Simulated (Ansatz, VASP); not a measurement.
MoH3: VASP beside Ansatz

File INCAR:

```
SYSTEM = MoH3
PREC     = Accurate       ! precision mode
ENCUT    = 600            ! plane-wave cutoff, eV
EDIFF    = 1E-6           ! SCF threshold, eV
ISMEAR   = 0              ! smearing method
SIGMA    = 0.1            ! smearing width, eV
LREAL    = .False.        ! projectors in reciprocal space
LASPH    = .True.         ! aspherical terms in the spheres
NELM     = 80             ! most SCF steps
ALGO     = Normal         ! electronic algorithm
ISIF     = 3              ! what is computed and relaxed
LWAVE    = .False.        ! write WAVECAR
LCHARG   = .False.        ! write CHGCAR
GGA      = PE             ! functional
IBRION   = 2              ! ionic algorithm
NSW      = 90             ! ionic steps
EDIFFG   = -0.04          ! ionic threshold
```

KPOINTS

```
regular mesh
0
Gamma
  6 6 6
  0 0 0
```

Contents of POSCAR:

```
MoH3
1.0
    0.0000000000      2.9189174400      2.9189174400
    2.9189174400      0.0000000000      2.9189174400
    2.9189174400      2.9189174400      0.0000000000
H Mo
3 1
Direct
    0.2500000000      0.2500000000      0.2500000000
    0.7500000000      0.7500000000      0.7500000000
    0.5000000000      0.5000000000      0.5000000000
    0.0000000000      0.0000000000      0.0000000000
```

Input for Ansatz:

```yaml
crystal:
  lattice:
    - [0.0, 2.91891744, 2.91891744]
    - [2.91891744, 0.0, 2.91891744]
    - [2.91891744, 2.91891744, 0.0]
  atoms:
    - { symbol: H, position: [0.25, 0.25, 0.25] }
    - { symbol: H, position: [0.75, 0.75, 0.75] }
    - { symbol: H, position: [0.5, 0.5, 0.5] }
    - { symbol: Mo, position: [0.0, 0.0, 0.0] }
basis:
  ecutwfc: 420
kpoints:
  mp_grid: { grid: [6, 6, 6] }
hamiltonian:
  xc: pbe
scf:
  occupations: { method: gaussian, width: 0.1 }
  lower_state_search: "off"
output:
  forces: true
  stress: true
  eigenvalues: true
relax:
  adjacent_minimum: "off"
  f_tol: 0.04
  max_steps: 70
  cell: { stress_tol: 0.4 }
```

Change from the starting cell: species swapped into the Li3In type (Fm-3m, No. 225).

Alike in both runs: task relaxation of cell and atoms; functional PBE; k mesh 6 × 6 × 6; occupations gaussian, width 0.1 eV; no spin polarisation.

|  | VASP | Ansatz |
| --- | --- | --- |
| version | VASP 6.6.1 | Ansatz 0.2.0 |
| potentials or method | VASP PAW PBE potentials, release 64 (H, Mo_sv), cutoff 600 eV | scalar-relativistic, plane waves, PAW |
| valence electrons in the cell | 17 | 17 |

|  | VASP | Ansatz | Ansatz less VASP |
| --- | --- | --- | --- |
| gap on the k mesh at the Fermi level, each at its own relaxed structure (eV) | none | none | - |
| relaxed volume (Å³/atom) | 5.77 | 5.75 | -0.021 |
| relaxed length of the cell vector where the two differ most in proportion (Å) | 3.197 | 3.193 | -0.0040 |

A gap of «none» marks a metal or a gap that the smearing closes.

Noted on VASP's run: the volume moved by over 15 % at a fixed basis, so the end points are rough.
